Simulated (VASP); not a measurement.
Set up this calculation in VASP 6.6.1, as the native input.

```yaml
Task: single point
Functional: r2SCAN
Potentials_or_basis: VASP PAW PBE potentials, release 64 (Rb_sv)
Cutoff: 550 eV
k_mesh: 8 × 8 × 8
Occupations: fermi-dirac, width 0.1 eV
Spin: no spin polarisation
Dipole_correction: no
Further_INCAR_settings: ALGO = Normal; EDIFF = 1e-06; NBANDS = 10
```

Crystal: Rb.

```
Rb
1.0
     0.00000    3.62920    3.62920
     3.62920    0.00000    3.62920
     3.62920    3.62920    0.00000
Rb
1
Direct
  0.00000 0.00000 0.00000
```

This isn't the form of Rb at room conditions, which is bcc.

The input as run:

POSCAR

```
Rb
1.0
    0.0000000000      3.6292040471      3.6292040471
    3.6292040471      0.0000000000      3.6292040471
    3.6292040471      3.6292040471      0.0000000000
Rb
1
Direct
    0.0000000000      0.0000000000      0.0000000000
```

INCAR.step1

```
SYSTEM = Rb
PREC = Accurate
ENCUT = 550
ISMEAR = -1
SIGMA = 0.1
LREAL = .FALSE.
LASPH = .TRUE.
NELM = 120
NBANDS = 10
GGA = PE
ALGO = Normal
EDIFF = 1E-5
LWAVE = .TRUE.
LCHARG = .FALSE.
GGA_COMPAT = .FALSE.
```

INCAR.step2

```
SYSTEM = Rb
PREC = Accurate
ENCUT = 550
EDIFF = 1E-6
ISMEAR = -1
SIGMA = 0.1
LREAL = .FALSE.
LASPH = .TRUE.
NELM = 120
ALGO = Normal
ISIF = 2
LWAVE = .FALSE.
LCHARG = .FALSE.
METAGGA = R2SCAN
LMIXTAU = .TRUE.
NBANDS = 10
ISTART = 1
GGA_COMPAT = .FALSE.
```

KPOINTS

```
regular mesh
0
G
  8 8 8
  0 0 0
```

Potentials or basis: VASP PAW PBE potentials, release 64 (Rb_sv).

Run with:

```console
$ cat potpaw_PBE.64/Rb_sv/POTCAR > POTCAR
$ cp INCAR.step1 INCAR
$ mpirun -np 1 vasp_std > vasp.out
$ cp INCAR.step2 INCAR
$ mpirun -np 1 vasp_std > vasp.out
```

It gave:

The pressure is 0.0 GPa. The band gap on the k mesh is zero (an odd number of electrons rules out a gap without spin polarisation).

Caveat: the PAW data sets were made with another functional, which shifts forces and pressure a little.

Wall time 110 s on 1 thread of Intel(R) Xeon(R) Platinum 8375C CPU @ 2.90GHz (Ice Lake) (shared host), peak memory 0.25 GiB.
